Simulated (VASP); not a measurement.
**BeNb2CuAg12: single point with PBE**

BeNb2CuAg12:

```
Ag Nb Be Cu
1.0
     6.51336   -0.30260   -0.04974
    -0.30260    6.24598   -0.02875
    -0.04974   -0.02875    6.50656
Ag Nb Be Cu
12 2 1 1
Direct
  0.50480 0.42603 0.82467
  0.25375 0.14909 0.58525
  0.53375 0.93505 0.30784
  0.02896 0.39084 0.28228
  0.79274 0.14310 0.03580
  0.99929 0.87549 0.79260
  0.75741 0.19021 0.60181
  0.05452 0.44532 0.84902
  0.72927 0.65228 0.07723
  0.77277 0.61290 0.50708
  0.43102 0.43484 0.33044
  0.54387 0.90029 0.80127
  0.04201 0.87580 0.29690
  0.25376 0.09962 0.04850
  0.28136 0.68143 0.08005
  0.24671 0.67538 0.54823
```

| Item | Value |
| --- | --- |
| Program | VASP 6.6.1 |
| Task | single point |
| Functional | PBE |
| Potentials or basis | VASP PAW PBE potentials, release 64 (Ag, Nb_sv, Be, Cu) |
| Cutoff | 400 eV |
| k mesh | 1 × 1 × 1, shifted |
| Occupations | fermi-dirac, width 0.0724 eV |
| Spin | no spin polarisation |

The pressure is 8.4 GPa. The largest force is 2.280 eV/Å and the band gap on the k mesh is zero (an odd number of electrons rules out a gap without spin polarisation).

Forces on the atoms (eV/Å):
```
Ag  -1.143 -0.142 -0.478
Ag   0.136  0.011  0.092
Ag  -0.257 -0.302  0.731
Ag  -0.013  0.397  0.246
Ag  -0.200  0.368  0.621
Ag  -0.491 -0.741 -0.441
Ag   0.999 -0.050 -1.457
Ag   0.092 -0.118 -0.425
Ag   0.567 -0.060  0.332
Ag  -0.254  0.697  1.200
Ag   1.226 -0.511 -0.844
Ag  -1.672 -1.522 -0.297
Nb   0.715  1.381 -0.653
Nb   0.212  0.414  0.920
Be   0.036  0.211 -0.295
Cu   0.048 -0.033  0.745
```

Stress tensor (GPa, compression positive):
```
9.18 6.13 3.61
6.13 7.56 1.85
3.61 1.85 8.40
```

Levels at points of the mesh, in eV from the Fermi level:
| k point | band 83 | band 84 | band 85 | band 86 | band 87 | band 88 |
| --- | --- | --- | --- | --- | --- | --- |
| (0.25, 0.25, 0.25) | -0.77 | -0.31 | -0.19 | 0.01 | 0.14 | 0.56 |

Run time: 38 s on 1 thread of Intel(R) Xeon(R) 6975P-C (Granite Rapids), on a shared host, peak memory 0.27 GiB.

Caveat: the atoms stand as in a frame of molecular dynamics.
